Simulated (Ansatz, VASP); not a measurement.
**Two plane-wave programs on Al**

Contents of INCAR:

```
  PREC = Accurate
  ENCUT = 520
  EDIFF = 1E-6
  ISMEAR = 0
  SIGMA = 0.15
  LREAL = F
  LASPH = T
  NELM = 100
  ALGO = Normal
  ISIF = 2
  LWAVE = F
  LCHARG = F
  GGA = PE
  NBANDS = 8
```

The input KPOINTS:

```
regular mesh
0
Gamma
  20 20 20
```

POSCAR

```
Al
1.0
    0.0000000000      2.0644596000      2.0239800000
    2.0239800000      0.0000000000      2.0239800000
    2.0239800000      2.0644596000      0.0000000000
Al
1
Direct
    0.0000000000      0.0000000000      0.0000000000
```

Input for Ansatz:

```yaml
crystal:
  lattice:
    - [0.0, 2.0644596, 2.02398]
    - [2.02398, 0.0, 2.02398]
    - [2.02398, 2.0644596, 0.0]
  atoms:
    - { symbol: Al, position: [0.0, 0.0, 0.0] }
basis:
  ecutwfc: 420
kpoints:
  mp_grid: { grid: [20, 20, 20] }
hamiltonian:
  xc: pbe
scf:
  occupations: { method: gaussian, width: 0.15 }
output:
  forces: true
  stress: true
  eigenvalues: true
```

Change from the starting cell: strain +0.0200 x Voigt [0, 1, 0, 0, 0, 0], atoms carried along.

Alike in both runs: task single point; functional PBE; k mesh 20 × 20 × 20; occupations gaussian, width 0.15 eV; no spin polarisation.

|  | VASP | Ansatz |
| --- | --- | --- |
| version | VASP 6.6.1 | Ansatz 0.2.0 |
| potentials or method | VASP PAW PBE potentials, release 64 (Al), cutoff 520 eV | scalar-relativistic, plane waves, PAW |
| valence electrons in the cell | 3 | 3 |

|  | VASP | Ansatz | Ansatz less VASP |
| --- | --- | --- | --- |
| gap on the k mesh at the Fermi level (eV) | none | none | - |
| pressure (GPa) | -1.9 | -1.8 | +0.04 |
| traceless stress, the component that is largest in VASP (GPa) | -0.54 | -0.55 | -0.006 |

A gap of «none» marks a metal or a gap that the smearing closes.
